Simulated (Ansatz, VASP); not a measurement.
**One calculation of RbBr, two programs**

The input INCAR:

```
ALGO     = Normal         # electronic algorithm
EDIFF    = 1E-6           # SCF threshold, eV
ENCUT    = 500            # plane-wave cutoff, eV
GGA      = PE             # functional
GGA_COMPAT= F            
ISIF     = 2              # what is computed and relaxed
ISMEAR   = 0              # smearing method
LASPH    = T              # aspherical terms in the spheres
LCHARG   = F              # write CHGCAR
LREAL    = F              # projectors in reciprocal space
LWAVE    = F              # write WAVECAR
NBANDS   = 15             # bands
NELM     = 120            # most SCF steps
PREC     = Accurate       # precision mode
SIGMA    = 0.1            # smearing width, eV
```

File KPOINTS:

```
k-points
0
Gamma
  6 6 6
```

File POSCAR:

```
RbBr
1.0
    0.0000000000      3.3478412673      3.3478412673
    3.3478412673      0.0000000000      3.3478412673
    3.3478412673      3.3478412673      0.0000000000
Rb Br
1 1
Direct
    0.0000000000      0.0000000000      0.0000000000
    0.5000000000      0.5000000000      0.5000000000
```

Input for Ansatz:

```yaml
crystal:
  lattice:
    - [0.0, 3.3478412673, 3.3478412673]
    - [3.3478412673, 0.0, 3.3478412673]
    - [3.3478412673, 3.3478412673, 0.0]
  atoms:
    - { symbol: Rb, position: [0.0, 0.0, 0.0] }
    - { symbol: Br, position: [0.5, 0.5, 0.5] }
basis:
  ecutwfc: 420
kpoints:
  mp_grid: { grid: [6, 6, 6] }
hamiltonian:
  xc: pbe
scf:
  occupations: { method: gaussian, width: 0.1 }
output:
  forces: true
  stress: true
  eigenvalues: true
```

Alike in both runs: task single point; functional PBE; k mesh 6 × 6 × 6; occupations gaussian, width 0.1 eV; no spin polarisation.

|  | VASP | Ansatz |
| --- | --- | --- |
| version | VASP 6.6.1 | Ansatz 0.2.0 |
| potentials or method | VASP PAW PBE potentials, release 64 (Rb_sv, Br), cutoff 500 eV | scalar-relativistic, plane waves, PAW |
| valence electrons in the cell | 16 | 16 |

```tsv
	VASP	Ansatz	Ansatz less VASP
gap on the k mesh at the Fermi level (eV)	4.55	4.55	+0.004
least direct gap on the mesh (eV)	4.55	4.55	+0.004
pressure (GPa)	2.4	2.4	-0.04
```
